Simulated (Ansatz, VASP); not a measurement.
# One calculation of Ag, two programs

```
Ag
1.0
     0.00000    2.04989    2.04989
     2.04989    0.00000    2.04989
     2.04989    2.04989    0.00000
Ag
1
Direct
  0.00000 0.00000 0.00000
```

Change from the starting cell: volume scaled by 1.01, crystal datasets.

Alike in both runs: task electric field gradients; functional LDA; k mesh 15 × 15 × 15; occupations fermi-dirac, width 0.05 eV; no spin polarisation.

|  | VASP | Ansatz |
| --- | --- | --- |
| version | VASP 6.6.1 | Ansatz 0.2.0 |
| potentials or method | VASP PAW LDA potentials, release 64 (Ag), cutoff 520 eV | all-electron PAW with datasets made for the crystal, scalar-relativistic |

Ansatz gave:

* pressure (GPa): -8.4

Problem. What did VASP give for the same quantities?

Solution. Pressure (GPa): -8.2.

LDA's correlation is that of Perdew and Zunger in VASP and of Perdew and Wang (1992) in Ansatz. Ansatz ran all-electron here, and VASP with PAW potentials.
